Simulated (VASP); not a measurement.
AlN:

```xyz
4
Lattice="3.2310 0.0000 0.0000 -1.6155 2.6905 0.0000 0.0000 0.0000 4.9786" Properties=species:S:1:pos:R:3 pbc="T T T"
Al    0.0000    1.7885   -0.0239
Al    1.6155    0.9019    2.4654
N     0.0000    1.7742    1.8909
N     1.6155    0.9163    4.3802
```

This cell differs from its parent crystal: uniaxial x strain +4.0%.

Base run:

```yaml
Program: VASP 6.6.1
Functional: r2SCAN
Potentials_or_basis: VASP PAW PBE potentials, release 64 (Al, N)
Cutoff: 660 eV
k_mesh: 12 × 12 × 6
Occupations: gaussian, width 0.01 eV
Spin: no spin polarisation
```

Its results: band gap on the k mesh 4.45 eV, direct; pressure -8.3 GPa.

The run is repeated on the same cell with these changes: functional from r2SCAN to PBE; cutoff from 660 eV to 600 eV; occupations from gaussian, width 0.01 eV to fermi-dirac, width 0.02 eV. What comes out?

Band gap on the k mesh 3.79 eV, direct; pressure -3.7 GPa.

Caveats: the PAW data sets were made with another functional, which shifts forces and pressure a little (some runs).

A k mesh can miss the band edges.
